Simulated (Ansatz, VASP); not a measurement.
**Two plane-wave programs on BN**

```
B N
1.0
     7.51931    0.00000    0.00000
    -3.75966    6.51192    0.00000
     0.00000    0.00000   22.87452
B N
18 18
Cartesian
  1.2532 0.7235 8.0000
  0.0000 2.8942 8.0000
  -1.2532 5.0648 8.0000
  3.7597 0.7235 8.0000
  2.5064 2.8942 8.0000
  1.2532 5.0648 8.0000
  6.2661 0.7235 8.0000
  5.0129 2.8942 8.0000
  3.7597 5.0648 8.0000
  -0.0042 1.4636 11.3548
  -1.2534 3.6307 11.3505
  -2.5068 5.7986 11.3587
  2.5101 1.4641 11.3544
  1.2533 3.6314 11.3495
  0.0007 5.8021 11.3532
  5.0129 1.4616 11.3496
  3.7595 3.6309 11.3482
  2.5056 5.8022 11.3522
  0.0000 1.4471 8.0000
  -1.2532 3.6177 8.0000
  -2.5064 5.7884 8.0000
  2.5064 1.4471 8.0000
  1.2532 3.6177 8.0000
  0.0000 5.7884 8.0000
  5.0129 1.4471 8.0000
  3.7597 3.6177 8.0000
  2.5064 5.7884 8.0000
  1.2531 0.7377 11.3845
  -0.0003 2.9081 11.3447
  -1.2534 5.0787 11.3562
  3.7597 0.7375 11.3511
  2.5066 2.9084 11.3409
  1.2531 5.0786 11.3521
  6.2657 0.7375 11.3491
  5.0128 2.9081 11.3496
  3.7596 5.0787 11.3534
```

Alike in both runs: task single point; functional PBE; dispersion D3(BJ); k mesh 3 × 3 × 1; occupations gaussian, width 0.05 eV; no spin polarisation.

|  | VASP | Ansatz |
| --- | --- | --- |
| version | VASP 6.6.1 | Ansatz 0.2.0 |
| potentials or method | VASP PAW PBE potentials, release 64 (B, N), cutoff 520 eV | scalar-relativistic, plane waves, PAW |
| valence electrons in the cell | 144 | 144 |

|  | VASP | Ansatz | Ansatz less VASP |
| --- | --- | --- | --- |
| gap on the k mesh at the Fermi level (eV) | 4.56 | 4.57 | +0.006 |
| least direct gap on the mesh (eV) | 4.71 | 4.71 | +0.003 |
| rms of the force components (eV/Å) | 0.056 | 0.056 | 0.0000 |
